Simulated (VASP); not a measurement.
A run of VASP 6.6.1:

Contents of INCAR:

```
ALGO = Normal ; EDIFF = 1E-7
EDIFFG = -0.005 ; ENCUT = 600
GGA = PS ; IBRION = 2
ISIF = 3 ; ISMEAR = -1
LASPH = T ; LCHARG = F
LREAL = F ; LWAVE = F
NELM = 60 ; NSW = 60
PREC = Accurate ; PSTRESS = 130.0
SIGMA = 0.08
```

KPOINTS

```
k-points
0
Gamma
  11 11 15
```

File POSCAR:

```
Be
1.0
    3.4153980146      0.0000000000      0.0000000000
   -1.7076990073      2.9578214446      0.0000000000
    0.0000000000      0.0000000000      2.1175467690
Be
3
Direct
    0.0000000000      0.0000000000      0.0000000000
    0.3333333333      0.6666666667      0.5000000000
    0.6666666667      0.3333333333      0.5000000000
```

Potentials or basis: VASP PAW PBE potentials, release 64 (Be).

Command:

```sh
$ cat potpaw_PBE.64/Be/POTCAR > POTCAR
$ mpirun -np 1 vasp_std > vasp.out
```

Hardware: 1 thread of AMD EPYC 9R45 96-Core Processor (Zen 5) (shared host).

Problem. How long does it take, and how much memory?

Solution. Run time: 37 s on 1 thread of AMD EPYC 9R45 96-Core Processor (Zen 5), on a shared host, peak memory 0.12 GiB. Counts: scf iterations 37, k points 128, ion steps 8.
